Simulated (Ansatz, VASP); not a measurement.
# Two plane-wave programs on ScOs3

```
CELL_PARAMETERS angstrom
-1.97551 1.97551 3.95122
1.97551 -1.97551 3.95122
1.97551 1.97551 -3.95122
ATOMIC_POSITIONS crystal
Sc 0.00000 0.00000 0.00000
Os 0.50000 0.50000 0.00000
Os 0.25000 0.75000 0.50000
Os 0.75000 0.25000 0.50000
```

Alike in both runs: functional PBE; k mesh 6 × 6 × 6; occupations gaussian, width 0.1 eV; no spin polarisation.

Ansatz relaxed the structure, and its values are those at the end. VASP's run is a single point on that final structure, the one shown.

|  | VASP | Ansatz |
| --- | --- | --- |
| version | VASP 6.6.1 | Ansatz 0.2.0 |
| potentials or method | VASP PAW PBE potentials, release 64 (Sc_sv, Os), cutoff 520 eV | scalar-relativistic, plane waves, PAW |
| valence electrons in the cell | 35 | 59 |

```csv
,VASP,Ansatz,Ansatz less VASP
gap on the k mesh at the Fermi level (eV),none,none,-
pressure (GPa),0.1,-0.1,-0.14
```

A gap of «none» marks a metal or a gap that the smearing closes. VASP's potentials hold 35 valence electrons a cell and Ansatz's 59, so a difference there can come from the potentials and not from the codes.

The k mesh is coarse, so the values compare programs but aren't converged. Neither program's run includes spin-orbit coupling.
